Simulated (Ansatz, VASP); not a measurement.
# N in VASP and in Ansatz

```
N
1.0
     4.20970    0.00000    0.00000
    -2.10485    3.64571    0.00000
     0.00000    0.00000    7.18792
N
4
Direct
  0.33333 0.66667 0.32666
  0.33333 0.66667 0.17334
  0.66667 0.33333 0.82666
  0.66667 0.33333 0.67334
```

Alike in both runs: task relaxation of cell and atoms; functional PBE; k mesh 6 × 6 × 4; occupations gaussian, width 0.02 eV; no spin polarisation.

|  | VASP | Ansatz |
| --- | --- | --- |
| version | VASP 6.6.1 | Ansatz 0.2.0 |
| potentials or method | VASP PAW PBE potentials, release 64 (N), cutoff 600 eV | scalar-relativistic, plane waves, PAW |
| valence electrons in the cell | 20 | 20 |

Ansatz gave:

| Quantity | Value |
| --- | --- |
| gap on the k mesh at the Fermi level, each at its own relaxed structure (eV) | 7.44 |
| relaxed volume (Å³/atom) | 31.16 |
| relaxed cell length with the largest relative difference (Å) | 7.522 |

**Question.** Which values does VASP return?

**Answer.** gap on the k mesh at the Fermi level, each at its own relaxed structure (eV): 7.05; relaxed volume (Å³/atom): 27.60; relaxed cell length with the largest relative difference (Å): 7.194.

One of these differences is far larger than is usual between the two programs; its cause wasn't traced.

Noted on VASP's run: the standard files for N, O and F lose accuracy on very short bonds.
